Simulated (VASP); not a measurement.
CoSi8Ni3:

```
Co Si Ni
1.0
     5.45332    0.00000    0.00000
     0.00000    5.45332    0.00000
     0.00000    0.00000    5.45332
Co Si Ni
1 8 3
Direct
  0.50000 0.50000 0.50000
  0.75000 0.25000 0.25000
  0.25000 0.25000 0.75000
  0.75000 0.75000 0.75000
  0.25000 0.75000 0.25000
  0.25000 0.75000 0.75000
  0.75000 0.75000 0.25000
  0.25000 0.25000 0.25000
  0.75000 0.25000 0.75000
  0.50000 0.00000 0.00000
  0.00000 0.00000 0.50000
  0.00000 0.50000 0.00000
```

```yaml
Program: VASP 6.6.1
Task: relaxation of cell and atoms
Functional: PBE
Potentials_or_basis: VASP PAW PBE potentials, release 64 (Co, Si, Ni)
Cutoff: 600 eV
k_mesh: 8 × 8 × 8
Occupations: gaussian, width 0.1 eV
Spin: no spin polarisation
```

At the start: pressure -3.5 GPa; volume 13.51 Å³/atom.

**Question.** How do energy, volume and symmetry change on relaxing?

**Answer.** Over 5 steps the energy falls by 5.6 meV/atom and the volume is 13.18 Å³/atom (-2.4 %); space group Pm-3m (No. 221, to 0.1 Å) before and after.

Step by step:
| step | energy change (eV) | largest force (eV/Å) | pressure (GPa) | volume (Å³) |
| --- | --- | --- | --- | --- |
| 1 | 0.0000 | 0.3077 | -3.48 | 162.17 |
| 2 | -0.0417 | 0.0564 | 2.80 | 155.39 |
| 3 | -0.0609 | 0.1556 | 0.45 | 157.77 |
| 4 | -0.0670 | 0.0190 | 0.10 | 158.15 |
| 5 | -0.0671 | 0.0026 | 0.06 | 158.21 |

Final structure:
```cif
data_structure
_symmetry_space_group_name_H-M 'P 1'
_symmetry_Int_Tables_number 1
_cell_length_a 5.4086
_cell_length_b 5.4086
_cell_length_c 5.4086
_cell_angle_alpha 90.000
_cell_angle_beta 90.000
_cell_angle_gamma 90.000
_cell_volume 158.21
loop_
_atom_site_label
_atom_site_type_symbol
_atom_site_fract_x
_atom_site_fract_y
_atom_site_fract_z
_atom_site_occupancy
Co1 Co 0.50000 0.50000 0.50000 1
Si1 Si 0.74802 0.25198 0.25198 1
Si2 Si 0.25198 0.25198 0.74802 1
Si3 Si 0.74802 0.74802 0.74802 1
Si4 Si 0.25198 0.74802 0.25198 1
Si5 Si 0.25198 0.74802 0.74802 1
Si6 Si 0.74802 0.74802 0.25198 1
Si7 Si 0.25198 0.25198 0.25198 1
Si8 Si 0.74802 0.25198 0.74802 1
Ni1 Ni 0.50000 0.00000 0.00000 1
Ni2 Ni 0.00000 0.00000 0.50000 1
Ni3 Ni 0.00000 0.50000 0.00000 1
```

Caveat: the run has no spin polarisation, though such a crystal can be magnetic.
